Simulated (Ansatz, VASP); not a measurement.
**V in VASP and in Ansatz**

```
V
1.0
    -1.50419    1.50419    1.50419
     1.50419   -1.50419    1.50419
     1.50419    1.50419   -1.50419
V
1
Direct
  0.00000 0.00000 0.00000
```

Change from the starting cell: volume scaled by 0.98.

Alike in both runs: task single point; functional LDA; k mesh 12 × 12 × 12; occupations fermi-dirac, width 0.05 eV; collinear spin.

```csv
,VASP,Ansatz
version,VASP 6.6.1,Ansatz 0.2.0
potentials or method,"VASP PAW LDA potentials, release 64 (V_sv), cutoff 520 eV","all-electron LAPW, scalar-relativistic"
```

```tsv
	VASP	Ansatz	Ansatz less VASP
gap on the k mesh at the Fermi level (eV)	none	none	-
pressure (GPa)	-14.5	-14.9	-0.38
net moment per atom (μB)	0.00	0.00	-0.001
```

LDA's correlation is that of Perdew and Zunger in VASP and of Perdew and Wang (1992) in Ansatz. A gap of «none» marks a metal or a gap that the smearing closes. Ansatz ran all-electron here, and VASP with PAW potentials.
